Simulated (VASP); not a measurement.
AlRu, 2 atoms in the cell. The structure is cubic, space group Pm-3m (No. 221). The conventional cell has a = 2.959 Å, b = 2.959 Å, c = 2.959 Å, α = 90.00°, β = 90.00°, γ = 90.00°. Al (site symmetry m-3m) has 8 Ru at 2.56 Å and 6 Al at 2.96 Å within 3.4 Å. Ru (site symmetry m-3m) has 8 Al at 2.56 Å and 6 Ru at 2.96 Å within 3.4 Å. 

- Program: VASP 6.6.1
- Task: single point
- Functional: PBEsol
- Potentials or basis: VASP PAW PBE potentials, release 64 (Al, Ru_pv)
- Cutoff: 520 eV
- k mesh: 16 × 16 × 16
- Occupations: fermi-dirac, width 0.08 eV
- Spin: no spin polarisation
- Dipole correction: no
- Further INCAR settings: ALGO = Normal; EDIFF = 1e-07; NBANDS = 16

Potentials or basis: VASP PAW PBE potentials, release 64 (Al, Ru_pv).

Run with:

```bash
$ cat potpaw_PBE.64/Al/POTCAR potpaw_PBE.64/Ru_pv/POTCAR > POTCAR
$ mpirun -np 1 vasp_std > vasp.out
```

Hardware: 1 thread of Intel(R) Xeon(R) Platinum 8488C (Sapphire Rapids) (shared host).

**Question.** Estimate the wall time of this run.

**Answer.** Run time: 23 s on 1 thread of Intel(R) Xeon(R) Platinum 8488C (Sapphire Rapids) (shared host), peak memory 0.18 GiB. Counts: scf iterations 13, k points 165.
